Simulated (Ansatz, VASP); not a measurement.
# Sb: VASP beside Ansatz

INCAR

```
SYSTEM = Sb
PREC = Accurate
ENCUT = 600
EDIFF = 1E-7
ISMEAR = -1
SIGMA = 0.05
LREAL = .FALSE.
LASPH = .TRUE.
NELM = 60
ALGO = Normal
ISIF = 3
LWAVE = .FALSE.
LCHARG = .FALSE.
GGA = B5
ALDAX = 1.0
AGGAX = 1.0
AGGAC = 1.0
ALDAC = 0.0
IVDW = 13
VDW_S6 = 1.0
VDW_S8 = 2.34076671
VDW_A1 = 0.44488865
VDW_A2 = 4.0933009
IBRION = 2
NSW = 60
EDIFFG = -0.01
```

The input KPOINTS:

```
Automatic mesh
0
G
  8 8 8
  0 0 0
```

The input POSCAR:

```
Sb
1.0
    3.1600000000      0.0000000000      0.0000000000
    0.0000000000      3.1600000000      0.0000000000
    0.0000000000      0.0000000000      3.1600000000
Sb
1
Direct
    0.0000000000      0.0000000000      0.0000000000
```

Contents of input.yaml:

```yaml
crystal:
  lattice:
    - [3.16, 0.0, 0.0]
    - [0.0, 3.16, 0.0]
    - [0.0, 0.0, 3.16]
  atoms:
    - { symbol: Sb, position: [0.0, 0.0, 0.0] }
hamiltonian:
  xc: blyp
  pseudopotentials: { kind: paw }
  dispersion: d4
kpoints:
  mp_grid: { grid: [8, 8, 8] }
scf:
  occupations: { method: fermi_dirac, width: 0.05 }
output:
  forces: true
  stress: true
  eigenvalues: true
relax:
  f_tol: 0.01
  max_steps: 40
  cell: { stress_tol: 0.05 }
```

Alike in both runs: task relaxation of cell and atoms; functional BLYP; dispersion D4; k mesh 8 × 8 × 8; occupations fermi-dirac, width 0.05 eV; no spin polarisation.

|  | VASP | Ansatz |
| --- | --- | --- |
| version | VASP 6.6.1 | Ansatz 0.2.0 |
| potentials or method | VASP PAW PBE potentials, release 64 (Sb) | Ansatz PAW |
| plane-wave cutoff (eV) | 600 | 420 |
| valence electrons in the cell | 5 | 15 |

Ansatz gave:

* gap on the k mesh at the Fermi level, each at its own relaxed structure (eV): none
* relaxed volume (Å³/atom): 29.69
* relaxed cell length with the largest relative difference (Å): 3.096

Problem. Estimate VASP's values.

Solution. gap on the k mesh at the Fermi level, each at its own relaxed structure (eV): none; relaxed volume (Å³/atom): 29.84; relaxed cell length with the largest relative difference (Å): 3.102.

VASP's potentials were made for PBE, not for BLYP. A gap of «none» marks a metal or a gap that the smearing closes. VASP's potentials hold 5 valence electrons a cell and Ansatz's 15, so a difference there can come from the potentials and not from the codes.

Neither program's run includes spin-orbit coupling. Noted on Ansatz's run: the plane-wave basis is chosen anew once the cell has moved, so the energies of steps on either side of that aren't comparable.
